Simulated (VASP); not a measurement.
**Br: single point with LDA**

Crystal: Br.

```
Br
1.0
     3.32809   -1.95172    0.00000
     3.32809    1.95172    0.00000
     0.00000    0.00000    8.47323
Br
4
Direct
  0.84067 0.15933 0.12092
  0.65933 0.34067 0.62092
  0.15933 0.84067 0.87908
  0.34067 0.65933 0.37908
```

```yaml
Program: VASP 6.6.1
Task: single point
Functional: LDA
Potentials_or_basis: VASP PAW LDA potentials, release 64 (Br)
Cutoff: 520 eV
k_mesh: 9 × 9 × 4
Occupations: methfessel-paxton, width 0.6 eV
Spin: no spin polarisation
Dipole_correction: no
Further_INCAR_settings: ALGO = Normal; EDIFF = 1e-06; NBANDS = 22
```

The pressure is -0.1 GPa and the largest force is 0.040 eV/Å. The band gap on the k mesh is 1.00 eV (least direct gap 1.19 eV).

Forces on the atoms (eV/Å):
```
Br   0.000  0.039  0.001
Br   0.000 -0.039  0.001
Br   0.000 -0.039 -0.001
Br   0.000  0.039 -0.001
```

Stress tensor (GPa, compression positive):
```
 0.02  0.00  0.00
 0.00 -0.13  0.00
 0.00  0.00 -0.32
```

Levels at points of the mesh, in eV from the valence-band top:
```csv
k point,band 11,band 12,band 13,band 14,band 15,band 16,band 17,band 18
"(0.00, 0.00, 0.00)",-1.37,-0.87,-0.55,0.00,1.19,2.29,5.65,6.12
"(0.00, 0.00, 0.50)",-1.13,-1.13,-0.22,-0.22,1.43,1.43,6.28,6.28
```

Wall time 2.7 min on 1 thread of Oxide Virtual Turin-like Processor, with other jobs on the host, peak memory 0.23 GiB.

Caveat: so wide a smearing shifts energies and pressures. A k mesh can miss the band edges.
